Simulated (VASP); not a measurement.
# Au (Fm-3m) in VASP: single point with PBEsol

Aim: the single point of Au with PBEsol.

All numbers are computed with VASP 6.6.1; they aren't measurements. Logs are shortened: lines on timing, memory, paths and dates and some standing lists are left out, and cuts for length are marked.

### Step 1. The cell of the first run

It takes space group Fm-3m (No. 225, cubic). The conventional cell has a = 4.070 Å, b = 4.070 Å, c = 4.070 Å, α = 90.00°, β = 90.00°, γ = 90.00°. Au (site symmetry m-3m) has 12 Au at 2.88 Å within 3.8 Å.

### Step 2. Single point, PBEsol

The input, INCAR:

```
  PREC = Accurate
  ENCUT = 500
  EDIFF = 1E-6
  ISMEAR = -1
  SIGMA = 0.05
  LREAL = False
  LASPH = True
  NELM = 120
  ALGO = Normal
  ISIF = 2
  LWAVE = False
  LCHARG = False
  GGA = PS
  NBANDS = 12
  GGA_COMPAT = False
```

The input, KPOINTS:

```
regular mesh
0
Gamma
  9 9 9
```

The input, POSCAR:

```
Au
1.0
    0.0000000000      2.0350000000      2.0350000000
    2.0350000000      0.0000000000      2.0350000000
    2.0350000000      2.0350000000      0.0000000000
Au
1
Direct
    0.0000000000      0.0000000000      0.0000000000
```

Potentials or basis: VASP PAW PBE potentials, release 64 (Au).

Command:

```
> cat potpaw_PBE.64/Au/POTCAR > POTCAR
> mpirun -np 1 vasp_std > vasp.out
```

OUTCAR:

```text
PREC = Accurate
   ENCUT = 500
   EDIFF = 1E-6
   ISMEAR = -1
   LREAL = False
   LASPH = True
   NELM = 120
   ISIF = 2
   GGA = PS

 ion  position               nearest neighbor table
   1  0.000  0.000  0.000-

  LATTYP: Found a face centered cubic cell.
 ALAT       =     4.0700000000

  Lattice vectors:

 A1 = (   0.0000000000,   2.0350000000,   2.0350000000)
 A2 = (   2.0350000000,   0.0000000000,   2.0350000000)
 A3 = (   2.0350000000,   2.0350000000,   0.0000000000)

Analysis of symmetry for initial positions (statically):
=====================================================================
 Subroutine PRICEL returns:
 Original cell was already a primitive cell.

 Routine SETGRP: Setting up the symmetry group for a
 face centered cubic supercell.

 Subroutine GETGRP returns: Found 48 space group operations
 (whereof 48 operations were pure point group operations)
 out of a pool of 48 trial point group operations.

The static configuration has the point symmetry O_h .

Analysis of symmetry for dynamics (positions and initial velocities):
=====================================================================
 Subroutine PRICEL returns:
 Original cell was already a primitive cell.

 Routine SETGRP: Setting up the symmetry group for a
 face centered cubic supercell.

 Subroutine GETGRP returns: Found 48 space group operations
 (whereof 48 operations were pure point group operations)
 out of a pool of 48 trial point group operations.

The dynamic configuration has the point symmetry O_h .

 Subroutine INISYM returns: Found 48 space group operations
 (whereof 48 operations are pure point group operations),
 and found     1 'primitive' translations

----------------------------------------------------------------------------------------

                                     Primitive cell

  volume of cell :      16.8548

  direct lattice vectors                    reciprocal lattice vectors
     0.000000000  2.035000000  2.035000000    -0.245700246  0.245700246  0.245700246
     2.035000000  0.000000000  2.035000000     0.245700246 -0.245700246  0.245700246
     2.035000000  2.035000000  0.000000000     0.245700246  0.245700246 -0.245700246

  length of vectors
     2.877924599  2.877924599  2.877924599     0.425565309  0.425565309  0.425565309

  position of ions in fractional coordinates (direct lattice)
     0.000000000  0.000000000  0.000000000

  ion indices of the primitive-cell ions
   primitive index   ion index
                 1           1

----------------------------------------------------------------------------------------

 KPOINTS: regular mesh

Automatic generation of k-mesh.
 Grid dimensions read from file:
 generate k-points for:    9    9    9

 Generating k-lattice:

  Cartesian coordinates                     Fractional coordinates (reciprocal lattice)
    -0.027300027  0.027300027  0.027300027     0.111111111  0.000000000  0.000000000
     0.027300027 -0.027300027  0.027300027     0.000000000  0.111111111  0.000000000
     0.027300027  0.027300027 -0.027300027     0.000000000  0.000000000  0.111111111

  Length of vectors
     0.047285034  0.047285034  0.047285034

  Shift w.r.t. Gamma in fractional coordinates (k-lattice)
     0.000000000  0.000000000  0.000000000

 Subroutine IBZKPT returns following result:
 ===========================================

 Found     35 irreducible k-points:

 Following reciprocal coordinates:
            Coordinates               Weight
  0.000000  0.000000  0.000000      1.000000
  0.111111  0.000000  0.000000      8.000000
  0.222222  0.000000  0.000000      8.000000
  0.333333  0.000000  0.000000      8.000000
  0.444444  0.000000  0.000000      8.000000
  0.111111  0.111111  0.000000      6.000000
[... 16 lines left out ...]
 -0.333333  0.333333  0.000000     12.000000
  0.444444  0.444444  0.000000      6.000000
 [... further k-points ...]
   k-points           NKPTS =     35   k-points in BZ     NKDIM =     35   number of bands    NBANDS=     12
   number of dos      NEDOS =    301   number of ions     NIONS =      1
   total plane-waves  NPLWV =  13824
   dimension x,y,z NGX =    24 NGY =   24 NGZ =   24
   dimension x,y,z NGXF=    48 NGYF=   48 NGZF=   48
   ions per type =               1
   NGX,Y,Z   is equivalent  to a cutoff of  13.86, 13.86, 13.86 a.u.
   NGXF,Y,Z  is equivalent  to a cutoff of  27.73, 27.73, 27.73 a.u.
 SYSTEM =  unknown system
   PREC   = accura    normal or accurate (medium, high low for compatibility)
   ISTART =      0    job   : 0-new  1-cont  2-samecut
   ICHARG =      2    charge: 1-file 2-atom 10-const
   ISPIN  =      1    spin polarized calculation?
   LNONCOLLINEAR =      F non collinear calculations
   LSORBIT =      F    spin-orbit coupling
   LASPH  =      T    aspherical Exc in radial PAW
   ENCUT  =  500.0 eV  36.75 Ry    6.06 a.u.   5.25  5.25  5.25*2*pi/ulx,y,z
   NELM   =    120;   NELMIN=  2; NELMDL= -5     # of ELM steps
   EDIFF  = 0.1E-05   stopping-criterion for ELM
   LREAL  =      F    real-space projection
   EDIFFG = 0.1E-04   stopping-criterion for IOM
   NSW    =      0    number of steps for IOM
   IBRION =     -1    ionic relax: 0-MD 1-quasi-New 2-CG
   NFREE  =      0    steps in history (QN), initial steepest desc. (CG)
   ISIF   =      2    stress and relaxation
   ISYM   =      2    0-nonsym 1-usesym 2-fastsym
   POTIM  = 0.5000    time-step for ionic-motion
   TEBEG  =    0.0;   TEEND  =   0.0 temperature during run
   PSTRESS=    0.0 pullay stress
   NELECT =      11.0000    total number of electrons
   NUPDOWN=      -1.0000    fix difference up-down
   EMIN   =  10.00;   EMAX   =-10.00  energy-range for DOS
   EFERMI =   0.00;   METHOD = LEGACY
   ISMEAR =    -1;   SIGMA  =   0.05  broadening in eV -4-tet -1-fermi 0-gaus
   EFERMI_NEDOS =   21; number of points for ismear=-14 and -15
   IALGO  =     38    algorithm
   IMIX   =      4    mixing-type and parameters
     AMIX     =   0.40;   BMIX     =  1.00
     AMIX_MAG =   1.60;   BMIX_MAG =  1.00
  volume/ion in A,a.u.               =      16.85       113.74
  Fermi-wavevector in a.u.,A,eV,Ry     =   1.420032  2.683470 27.436005  2.016489
  Thomas-Fermi vector in A             =   2.540990
   LORBIT       =      0    0 simple, 1 ext, 2 COOP (PROOUT), +10 PAW based schemes
   GGA     = PS    functional components
   LHFCALC =     F    Hartree Fock is set to
   AEXX    =    0.0000 exact exchange contribution
   IVDW    =     0    specifies the selected vdW correction
   LEPSILON=     F    determine dielectric tensor
   LRPA    =     F    only Hartree local field effects (RPA)
 non-spin polarized calculation
  energy-cutoff  :      500.00
  volume of cell :       16.85
 maximum number of plane-waves:       440
 NGX is ok and might be reduce to    24
   NGX = 11   NGY = 11   NGZ = 11

 number of electron      10.9999999 magnetization

 Free energy of the ion-electron system (eV)
  ---------------------------------------------------
  ext. energy  EPLUGINS =         0.00000000
  ---------------------------------------------------
  free energy    TOTEN  =        -3.94799028 eV

  energy without entropy =       -3.94748563  energy(sigma->0) =       -3.94773795

 E-fermi :   9.4112     XC(G=0): -12.9489

 val. band max:        9.0664216202   @ k =   0.4444   0.3333   0.0000
 cond. band min:       9.4648504338   @ k =   0.4444   0.4444   0.0000
 fundamental gap:      0.3984288136
 Fermi energy:         9.4112265031

 k-point     1 :       0.0000    0.0000    0.0000
  band No.  band energies     occupation
      1      -0.5745      2.00000
      2       4.7303      2.00000
      3       4.7303      2.00000
      4       4.7303      2.00000
      5       6.2891      2.00000
      6       6.2891      2.00000
      7      23.9503      0.00000
      8      28.0051      0.00000
      9      28.0051      0.00000
     10      28.0051      0.00000
     11      32.9069      0.00000
     12      37.6979      0.00000

 k-point     2 :       0.1111    0.0000    0.0000
  band No.  band energies     occupation
      1      -0.1468      2.00000
      2       4.5991      2.00000
      3       4.8684      2.00000
      4       4.8684      2.00000
      5       6.2346      2.00000
      6       6.2346      2.00000
      7      24.3909      0.00000
      8      25.8055      0.00000
      9      28.5138      0.00000
     10      28.5138      0.00000
     11      33.3562      0.00000
     12      35.6910      0.00000

 k-point     3 :       0.2222    0.0000    0.0000
  band No.  band energies     occupation
      1       0.9517      2.00000
      2       4.4944      2.00000
      3       5.0288      2.00000
      4       5.0288      2.00000
      5       6.3449      2.00000
      6       6.3449      2.00000
      7      21.7371      0.00000
      8      25.1558      0.00000
      9      29.5021      0.00000
     10      29.5021      0.00000
     11      31.2094      0.00000
     12      32.8996      0.00000
[... 286 lines left out ...]
 k-point    23 :      -0.3333    0.3333    0.0000
  band No.  band energies     occupation
      1       3.2161      2.00000
      2       4.0351      2.00000
      3       4.9171      2.00000
      4       6.1672      2.00000
      5       7.0580      2.00000
      6      11.8871      0.00000
      7      15.9270      0.00000
      8      16.6521      0.00000
      9      23.8142      0.00000
     10      26.4964      0.00000
     11      34.7541      0.00000
     12      35.2643      0.00000

 k-point    24 :       0.4444    0.4444    0.0000
  band No.  band energies     occupation
      1       2.3375      2.00000
      2       2.6734      2.00000
      3       7.4354      2.00000
      4       7.7020      2.00000
      5       7.7020      2.00000
      6       9.4649      0.50986
      7      16.4708      0.00000
      8      19.7559      0.00000
      9      19.7559      0.00000
     10      26.6344      0.00000
     11      29.2668      0.00000
     12      37.2227      0.00000

 [... further k-points ...]
[... 5 lines left out ...]
  --------------------------------------------------------------------------------------
  -------------------------------------------------------------------------------------
  Total        0.1425202      0.1425202      0.1425202     -0.0000000     -0.0000000      0.0000000
  in kB       13.5476468     13.5476468     13.5476468     -0.0000000     -0.0000000      0.0000000
  external PRESSURE =      13.5476468 kB  Pullay stress =       0.0000000 kB

 VOLUME and BASIS-vectors are now :
 -----------------------------------------------------------------------------
  energy-cutoff  :      500.00
  volume of cell :       16.85
      direct lattice vectors                 reciprocal lattice vectors
     0.000000000  2.035000000  2.035000000    -0.245700246  0.245700246  0.245700246
     2.035000000  0.000000000  2.035000000     0.245700246 -0.245700246  0.245700246
     2.035000000  2.035000000  0.000000000     0.245700246  0.245700246 -0.245700246

 POSITION                                       TOTAL-FORCE (eV/Angst)
 -----------------------------------------------------------------------------------
      0.00000      0.00000      0.00000         0.000000      0.000000      0.000000
 -----------------------------------------------------------------------------------
    total drift:                               -0.000000      0.000000      0.000000

  FREE ENERGIE OF THE ION-ELECTRON SYSTEM (eV)
  ---------------------------------------------------
  free  energy   TOTEN  =        -3.9479902814 eV

  energy  without entropy=       -3.9474856265  energy(sigma->0) =       -3.94773795
```

Wall time 5.1 s (1 thread of Intel Xeon Platinum 8488C (Sapphire Rapids), shared host); peak memory 0.14 GiB.

What came out:

* Free energy: -3.9480 eV
* Pressure: 1.4 GPa

Levels at points of the mesh, in eV from the Fermi level:
```
           k point  band 4  band 5  band 6  band 7  band 8  band 9
(0.00, 0.00, 0.00)   -4.68   -3.12   -3.12   14.54   18.59   18.59
```

Caveat: the PAW data sets were made with another functional, which shifts forces and pressure a little; spin-orbit coupling is left out, which moves the levels of the heavy elements.
